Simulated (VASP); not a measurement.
Here is a VASP 6.6.1 calculation.

The input POSCAR:

```
As
1.0
    1.8235084482     -5.7000441180      0.0000000000
    1.8235084482      5.7000441180      0.0000000000
    0.0000000000      0.0000000000      4.7447556226
As
4
Direct
    0.1042342905      0.8957657095      0.0738731203
    0.8957657095      0.1042342905      0.9261268797
    0.3957657095      0.6042342905      0.5738731203
    0.6042342905      0.3957657095      0.4261268797
```

File INCAR.step1:

```
SYSTEM = As
  PREC = Accurate
  ENCUT = 520
  ISMEAR = 0
  SIGMA = 0.01
  LREAL = .FALSE.
  LASPH = .TRUE.
  NELM = 100
  NBANDS = 18
  GGA = PE
  ALGO = Normal
  EDIFF = 1E-4
  LWAVE = .TRUE.
  LCHARG = .FALSE.
```

File INCAR.step2:

```
SYSTEM = As
  PREC = Accurate
  ENCUT = 520
  EDIFF = 1E-7
  ISMEAR = 0
  SIGMA = 0.01
  LREAL = .FALSE.
  LASPH = .TRUE.
  NELM = 100
  ALGO = Normal
  ISIF = 2
  LWAVE = .FALSE.
  LCHARG = .FALSE.
  METAGGA = R2SCAN
  LMIXTAU = .TRUE.
  NBANDS = 18
  ISTART = 1
```

KPOINTS

```
regular mesh
0
G
  10 10 8
  0 0 0
```

Potentials or basis: VASP PAW PBE potentials, release 64 (As).

Run with:

```console
$ cat potpaw_PBE.64/As/POTCAR > POTCAR
$ cp INCAR.step1 INCAR
$ mpirun -np 1 vasp_std > vasp.out
$ cp INCAR.step2 INCAR
$ mpirun -np 1 vasp_std > vasp.out
```

(1) Estimate the pressure.

(2) Predict the largest force.

(3) Predict the band gap on the k mesh.

Answers

(1) 0.1 GPa.

(2) 0.038 eV/Å.

(3) 0.19 eV, direct.

Caveat: the PAW data sets were made with another functional, which shifts forces and pressure a little.
